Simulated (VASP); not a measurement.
# Te (P3_121) in VASP: notebook

Te is run at these levels: PBE, r2SCAN; tasks: single point.

Everything below comes from runs of VASP 6.6.1. Logs are shortened: lines on timing, memory, paths and dates and some standing lists are left out, and cuts for length are marked.

## 1. The cell of the first run

The structure is trigonal, space group P3_121 (No. 152). Conventional cell: a = 4.530 Å, b = 4.530 Å, c = 5.956 Å, α = 90.00°, β = 90.00°, γ = 120.00°. Te (site symmetry 2) has 6 Te at 2.88 to 3.53 Å within 3.8 Å.

## 2. Single point, PBE

INCAR reads:

```
SYSTEM = Te
PREC = Accurate ; ENCUT = 520
EDIFF = 1E-6 ; ISMEAR = 0
SIGMA = 0.05 ; LREAL = .FALSE.
LASPH = .TRUE. ; NELM = 60
ALGO = Normal ; ISIF = 2
LWAVE = .FALSE. ; LCHARG = .FALSE.
GGA = PE ; NBANDS = 16
```

KPOINTS reads:

```
regular mesh
0
G
  6 6 4
  0 0 0
```

POSCAR reads:

```
Te
1.0
    4.5303408591      0.0000000000      0.0000000000
   -2.2651704295      3.9233902718      0.0000000000
    0.0000000000      0.0000000000      5.9556747202
Te
3
Direct
    0.2664973778      0.0000000000      0.8333333333
    0.0000000000      0.2664973778      0.1666666667
    0.7335026222      0.7335026222      0.5000000000
```

Potentials or basis: VASP PAW PBE potentials, release 64 (Te).

The run is started by

```
> cat potpaw_PBE.64/Te/POTCAR > POTCAR
> mpirun -np 1 vasp_std > vasp.out
```

OUTCAR:

```text
SYSTEM = Te
   PREC = Accurate
   ENCUT = 520
   EDIFF = 1E-6
   ISMEAR = 0
   LREAL = .FALSE.
   LASPH = .TRUE.
   NELM = 60
   ISIF = 2
   GGA = PE

 ion  position               nearest neighbor table
   1  0.266  0.000  0.833-   3 2.88   2 2.88   3 3.53   3 3.53   2 3.53   2 3.53
   2  0.000  0.266  0.167-   3 2.88   1 2.88   3 3.53   3 3.53   1 3.53   1 3.53
   3  0.734  0.734  0.500-   2 2.88   1 2.88   2 3.53   1 3.53   1 3.53   2 3.53

  LATTYP: Found a hexagonal cell.
 ALAT       =     4.5303408591
 C/A-ratio  =     1.3146195629

  Lattice vectors:

 A1 = (   4.5303408591,   0.0000000000,   0.0000000000)
 A2 = (  -2.2651704295,   3.9233902718,   0.0000000000)
 A3 = (   0.0000000000,   0.0000000000,   5.9556747202)

Analysis of symmetry for initial positions (statically):
=====================================================================
 Subroutine PRICEL returns:
 Original cell was already a primitive cell.

 Routine SETGRP: Setting up the symmetry group for a
 hexagonal supercell.

 Subroutine GETGRP returns: Found  6 space group operations
 (whereof  2 operations were pure point group operations)
 out of a pool of 24 trial point group operations.

The static configuration has the point symmetry C_2 .
 The point group associated with its full space group is D_3 .

Analysis of symmetry for dynamics (positions and initial velocities):
=====================================================================
 Subroutine PRICEL returns:
 Original cell was already a primitive cell.

 Routine SETGRP: Setting up the symmetry group for a
 hexagonal supercell.

 Subroutine GETGRP returns: Found  6 space group operations
 (whereof  2 operations were pure point group operations)
 out of a pool of 24 trial point group operations.

The dynamic configuration has the point symmetry C_2 .
 The point group associated with its full space group is D_3 .

 Subroutine INISYM returns: Found  6 space group operations
 (whereof  2 operations are pure point group operations),
 and found     1 'primitive' translations

----------------------------------------------------------------------------------------

                                     Primitive cell

  volume of cell :     105.8579

  direct lattice vectors                    reciprocal lattice vectors
     4.530340859  0.000000000  0.000000000     0.220733943  0.127440801  0.000000000
    -2.265170429  3.923390272  0.000000000     0.000000000  0.254881603  0.000000000
     0.000000000  0.000000000  5.955674720     0.000000000  0.000000000  0.167907088

  length of vectors
     4.530340859  4.530340859  5.955674720     0.254881603  0.254881603  0.167907088

  position of ions in fractional coordinates (direct lattice)
     0.266497378  0.000000000  0.833333333
     0.000000000  0.266497378  0.166666667
     0.733502622  0.733502622  0.500000000

  ion indices of the primitive-cell ions
   primitive index   ion index
                 1           1
                 2           2
                 3           3

----------------------------------------------------------------------------------------

 KPOINTS: regular mesh

Automatic generation of k-mesh.
 Grid dimensions read from file:
 generate k-points for:    6    6    4

 Generating k-lattice:

  Cartesian coordinates                     Fractional coordinates (reciprocal lattice)
     0.036788990  0.021240134  0.000000000     0.166666667  0.000000000  0.000000000
     0.000000000  0.042480267  0.000000000     0.000000000  0.166666667  0.000000000
     0.000000000  0.000000000  0.041976772     0.000000000  0.000000000  0.250000000

  Length of vectors
     0.042480267  0.042480267  0.041976772

  Shift w.r.t. Gamma in fractional coordinates (k-lattice)
     0.000000000  0.000000000  0.000000000

 Subroutine IBZKPT returns following result:
 ===========================================

 Found     24 irreducible k-points:

 Following reciprocal coordinates:
            Coordinates               Weight
  0.000000  0.000000  0.000000      1.000000
  0.166667  0.000000  0.000000      6.000000
  0.333333 -0.000000  0.000000      6.000000
  0.500000  0.000000  0.000000      3.000000
  0.166667  0.166667  0.000000      6.000000
  0.333333  0.166667  0.000000     12.000000
[... 16 lines left out ...]
  0.333333  0.166667  0.500000     12.000000
  0.333333  0.333333  0.500000      2.000000
   k-points           NKPTS =     24   k-points in BZ     NKDIM =     24   number of bands    NBANDS=     16
   number of dos      NEDOS =    301   number of ions     NIONS =      3
   total plane-waves  NPLWV =  62208
   dimension x,y,z NGX =    36 NGY =   36 NGZ =   48
   dimension x,y,z NGXF=    72 NGYF=   72 NGZF=   96
   ions per type =               3
   NGX,Y,Z   is equivalent  to a cutoff of  13.21, 13.21, 13.40 a.u.
   NGXF,Y,Z  is equivalent  to a cutoff of  26.42, 26.42, 26.80 a.u.
 SYSTEM =  Te
   PREC   = accura    normal or accurate (medium, high low for compatibility)
   ISTART =      0    job   : 0-new  1-cont  2-samecut
   ICHARG =      2    charge: 1-file 2-atom 10-const
   ISPIN  =      1    spin polarized calculation?
   LNONCOLLINEAR =      F non collinear calculations
   LSORBIT =      F    spin-orbit coupling
   LASPH  =      T    aspherical Exc in radial PAW
   ENCUT  =  520.0 eV  38.22 Ry    6.18 a.u.   8.42  8.42 11.07*2*pi/ulx,y,z
   NELM   =     60;   NELMIN=  2; NELMDL= -5     # of ELM steps
   EDIFF  = 0.1E-05   stopping-criterion for ELM
   LREAL  =      F    real-space projection
[... 7 lines left out ...]
   TEBEG  =    0.0;   TEEND  =   0.0 temperature during run
   PSTRESS=    0.0 pullay stress
   NELECT =      18.0000    total number of electrons
   NUPDOWN=      -1.0000    fix difference up-down
   EMIN   =  10.00;   EMAX   =-10.00  energy-range for DOS
   EFERMI =   0.00;   METHOD = LEGACY
   ISMEAR =     0;   SIGMA  =   0.05  broadening in eV -4-tet -1-fermi 0-gaus
   EFERMI_NEDOS =   21; number of points for ismear=-14 and -15
   IALGO  =     38    algorithm
   IMIX   =      4    mixing-type and parameters
     AMIX     =   0.40;   BMIX     =  1.00
     AMIX_MAG =   1.60;   BMIX_MAG =  1.00
  volume/ion in A,a.u.               =      35.29       238.12
  Fermi-wavevector in a.u.,A,eV,Ry     =   0.906966  1.713918 11.191991  0.822588
  Thomas-Fermi vector in A             =   2.030717
   LORBIT       =      0    0 simple, 1 ext, 2 COOP (PROOUT), +10 PAW based schemes
   GGA     = PE    functional components
   LHFCALC =     F    Hartree Fock is set to
   AEXX    =    0.0000 exact exchange contribution
   IVDW    =     0    specifies the selected vdW correction
   LEPSILON=     F    determine dielectric tensor
   LRPA    =     F    only Hartree local field effects (RPA)
 non-spin polarized calculation
 Gauss-broadening in eV      SIGMA  =   0.05
  energy-cutoff  :      520.00
  volume of cell :      105.86
 maximum number of plane-waves:      2902
 NGX is ok and might be reduce to    36
   NGX = 17   NGY = 17   NGZ = 23

 number of electron      17.9999999 magnetization

 Free energy of the ion-electron system (eV)
  ---------------------------------------------------
  ext. energy  EPLUGINS =         0.00000000
  ---------------------------------------------------
  free energy    TOTEN  =        -9.42698075 eV

  energy without entropy =       -9.42697409  energy(sigma->0) =       -9.42697742

 E-fermi :   5.5665     XC(G=0):  -8.8940

 val. band max:        5.4498870554   @ k =   0.3333   0.3333   0.5000
 cond. band min:       5.6759488517   @ k =   0.3333   0.3333   0.5000
 fundamental gap:      0.2260617964
 Fermi energy:         5.5664523513

 k-point     1 :       0.0000    0.0000    0.0000
  band No.  band energies     occupation
      1      -7.8963      2.00000
      2      -4.7343      2.00000
      3      -4.7343      2.00000
      4       2.4818      2.00000
      5       2.7320      2.00000
      6       2.7320      2.00000
[... 8 lines left out ...]
     15      11.3197      0.00000
     16      11.8008      0.00000

 k-point     2 :       0.1667    0.0000    0.0000
  band No.  band energies     occupation
      1      -7.7255      2.00000
      2      -4.8071      2.00000
      3      -4.6961      2.00000
      4       1.5210      2.00000
      5       2.0959      2.00000
      6       2.4498      2.00000
[... 8 lines left out ...]
     15      11.6300      0.00000
     16      12.0303      0.00000

 k-point     3 :       0.3333   -0.0000    0.0000
  band No.  band energies     occupation
      1      -7.2825      2.00000
      2      -5.1209      2.00000
      3      -4.6092      2.00000
      4       0.8611      2.00000
      5       1.4426      2.00000
      6       2.0171      2.00000
[... 8 lines left out ...]
     15      12.5038      0.00000
     16      13.2970      0.00000

 k-point     4 :       0.5000    0.0000    0.0000
  band No.  band energies     occupation
      1      -6.9489      2.00000
      2      -5.4278      2.00000
      3      -4.5608      2.00000
      4       0.8453      2.00000
      5       1.2414      2.00000
      6       2.0452      2.00000
[... 8 lines left out ...]
     15      13.9722      0.00000
     16      14.2723      0.00000
[... 324 lines left out ...]
 k-point    22 :       0.1667    0.1667    0.5000
  band No.  band energies     occupation
      1      -6.6961      2.00000
      2      -6.6014      2.00000
      3      -3.7012      2.00000
      4       1.0505      2.00000
      5       1.7628      2.00000
      6       1.9138      2.00000
[... 8 lines left out ...]
     15      12.0324      0.00000
     16      12.2604      0.00000

 k-point    23 :       0.3333    0.1667    0.5000
  band No.  band energies     occupation
      1      -6.4347      2.00000
      2      -6.2237      2.00000
      3      -4.3190      2.00000
      4       0.3315      2.00000
      5       1.2199      2.00000
      6       1.3818      2.00000
[... 8 lines left out ...]
     15      12.2514      0.00000
     16      12.9674      0.00000

 k-point    24 :       0.3333    0.3333    0.5000
  band No.  band energies     occupation
      1      -6.2095      2.00000
      2      -6.2095      2.00000
      3      -4.4978      2.00000
      4       0.5193      2.00000
      5       0.7004      2.00000
      6       0.7004      2.00000
[... 8 lines left out ...]
     15      11.9953      0.00000
     16      12.4676      0.00000

------------------------ aborting loop because EDIFF is reached ----------------------------------------

  FORCE on cell =-STRESS in cart. coord.  units (eV):
  Direction    XX          YY          ZZ          XY          YZ          ZX
  --------------------------------------------------------------------------------------
  -------------------------------------------------------------------------------------
  Total        0.0256892      0.0256892     -0.0070462      0.0000000      0.0000000      0.0000000
  in kB        0.3888108      0.3888108     -0.1066454      0.0000000      0.0000000      0.0000000
  external PRESSURE =       0.2236588 kB  Pullay stress =       0.0000000 kB

 VOLUME and BASIS-vectors are now :
 -----------------------------------------------------------------------------
  energy-cutoff  :      520.00
  volume of cell :      105.86
      direct lattice vectors                 reciprocal lattice vectors
     4.530340859  0.000000000  0.000000000     0.220733943  0.127440801  0.000000000
    -2.265170429  3.923390272  0.000000000     0.000000000  0.254881603  0.000000000
     0.000000000  0.000000000  5.955674720     0.000000000  0.000000000  0.167907088

 POSITION                                       TOTAL-FORCE (eV/Angst)
 -----------------------------------------------------------------------------------
      1.20732      0.00000      4.96306         0.020610     -0.000000     -0.000000
     -0.60366      1.04557      0.99261        -0.010305      0.017849      0.000000
      1.66151      2.87782      2.97784        -0.010305     -0.017849     -0.000000
 -----------------------------------------------------------------------------------
    total drift:                               -0.000000      0.000000     -0.000000

  FREE ENERGIE OF THE ION-ELECTRON SYSTEM (eV)
  ---------------------------------------------------
  free  energy   TOTEN  =        -9.4269807463 eV

  energy  without entropy=       -9.4269740908  energy(sigma->0) =       -9.42697742
```

Wall time 1.7 min (1 thread of Intel Xeon 8259CL, shared host); peak memory 0.24 GiB.

What came out:

- Free energy: -9.4270 eV
- Pressure: 0.0 GPa
- Largest force: 0.021 eV/Å
- Band gap on the k mesh: 0.23 eV

Forces on the atoms (eV/Å):
```
Te   0.021  0.000  0.000
Te  -0.010  0.018  0.000
Te  -0.010 -0.018  0.000
```

Levels at points of the mesh, in eV from the valence-band top:
```
           k point  band 5  band 6  band 7  band 8  band 9  band 10  band 11  band 12  band 13  band 14
(0.00, 0.00, 0.00)   -2.72   -2.72   -1.59   -1.59   -0.75     1.01     1.01     1.57     5.06     5.06
(0.50, 0.00, 0.00)   -4.21   -3.40   -3.28   -0.99   -0.78     0.90     0.97     3.14     3.59     7.23
(0.00, 0.00, 0.50)   -2.58   -2.58   -1.25   -1.01   -1.01     0.52     0.52     0.54     4.20     5.34
(0.50, 0.00, 0.50)   -3.54   -3.50   -2.29   -1.95   -0.15     0.83     1.93     2.49     4.66     5.39
```

Caveat: spin-orbit coupling is left out, which moves the levels of the heavy elements.

(Continued in part 2 of 2.)
